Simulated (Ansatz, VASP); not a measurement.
One calculation of C, two programs

The input INCAR:

```
SYSTEM = C
ALGO     = Normal         ! electronic algorithm
EDIFF    = 1E-6           ! SCF threshold, eV
EDIFFG   = -0.04          ! ionic threshold
ENCUT    = 600            ! plane-wave cutoff, eV
GGA      = PE             ! functional
IBRION   = 2              ! ionic algorithm
ISIF     = 3              ! what is computed and relaxed
ISMEAR   = 0              ! smearing method
LASPH    = .TRUE.         ! aspherical terms in the spheres
LCHARG   = .FALSE.        ! write CHGCAR
LREAL    = .FALSE.        ! projectors in reciprocal space
LWAVE    = .FALSE.        ! write WAVECAR
NELM     = 100            ! most SCF steps
NSW      = 90             ! ionic steps
PREC     = Accurate       ! precision mode
SIGMA    = 0.1            ! smearing width, eV
```

The input KPOINTS:

```
k-points
0
G
  6 6 6
  0 0 0
```

The input POSCAR:

```
C
1.0
   -2.1414179346      2.7429908934      2.8337448288
    2.1414179346     -2.7429908934      2.8337448288
    2.1414179346      2.7429908934     -2.8337448288
C
5
Direct
    0.0830900000      0.0214900000      0.3949400000
    0.6265500000      0.0214900000      0.9384000000
    0.6265500000      0.6881500000      0.6050600000
    0.0830900000      0.6881500000      0.0616000000
    0.1666700000      0.1666700000      0.0000000000
```

Input for Ansatz:

```yaml
crystal:
  lattice:
    - [-2.1414179346, 2.7429908934, 2.8337448288]
    - [2.1414179346, -2.7429908934, 2.8337448288]
    - [2.1414179346, 2.7429908934, -2.8337448288]
  atoms:
    - { symbol: C, position: [0.08309, 0.02149, 0.39494] }
    - { symbol: C, position: [0.62655, 0.02149, 0.9384] }
    - { symbol: C, position: [0.62655, 0.68815, 0.60506] }
    - { symbol: C, position: [0.08309, 0.68815, 0.0616] }
    - { symbol: C, position: [0.16667, 0.16667, 0.0] }
basis:
  ecutwfc: 420
kpoints:
  mp_grid: { grid: [6, 6, 6] }
hamiltonian:
  xc: pbe
scf:
  occupations: { method: gaussian, width: 0.1 }
  lower_state_search: "off"
output:
  forces: true
  stress: true
  eigenvalues: true
relax:
  adjacent_minimum: "off"
  f_tol: 0.04
  max_steps: 70
  cell: { stress_tol: 0.4 }
```

Alike in both runs: task relaxation of cell and atoms; functional PBE; k mesh 6 × 6 × 6; occupations gaussian, width 0.1 eV; no spin polarisation.

```csv
,VASP,Ansatz
version,VASP 6.6.1,Ansatz 0.2.0
potentials or method,"VASP PAW PBE potentials, release 64 (C), cutoff 600 eV","scalar-relativistic, plane waves, PAW"
valence electrons in the cell,20,20
```

Ansatz gave:

| Quantity | Value |
| --- | --- |
| gap on the k mesh at the Fermi level, each at its own relaxed structure (eV) | none |
| relaxed volume (Å³/atom) | 9.01 |
| relaxed cell length with the largest relative difference (Å) | 4.241 |

**Question.** Estimate VASP's values.

**Answer.** gap on the k mesh at the Fermi level, each at its own relaxed structure (eV): none; relaxed volume (Å³/atom): 8.83; relaxed cell length with the largest relative difference (Å): 4.186.

A gap of «none» marks a metal or a gap that the smearing closes.

Noted on VASP's run: the volume moved by over 15 % at a fixed basis, so the end points are rough.
